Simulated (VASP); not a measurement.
Sm:

```
CELL_PARAMETERS angstrom
3.64400 0.00000 0.00000
-1.82200 3.15580 0.00000
0.00000 0.00000 5.87600
ATOMIC_POSITIONS crystal
Sm 0.33333 0.66667 0.25000
Sm 0.66667 0.33333 0.75000
```

This isn't the form of Sm at room conditions, which is rhombohedral.

Base run:

| Quantity | Value |
| --- | --- |
| Program | VASP 6.6.1 |
| Functional | r2SCAN |
| Potentials or basis | VASP PAW PBE potentials, release 64 (Sm) |
| Cutoff | 800 eV |
| k mesh | 9 × 9 × 5 |
| Occupations | fermi-dirac, width 0.1 eV |
| Spin | collinear spin, ferromagnetic start |
| Starting moments | [5.0, 5.0] μB |

Its results: pressure 3.1 GPa.

Problem. The run is repeated on the same cell with these changes: spin from collinear spin, ferromagnetic start to no spin polarisation; further incar settings from ALGO = Normal; EDIFF = 1e-06; NBANDS = 27 to ALGO = Normal; EDIFF = 1e-06; NBANDS = 23. What comes out?

Solution. Pressure -4.0 GPa.

Caveats: the PAW data sets were made with another functional, which shifts forces and pressure a little; the magnetic or orbital state may not be the lowest (at least some runs); the cell stands under pressure (at least some runs); the cell stands under tension (at least some runs).
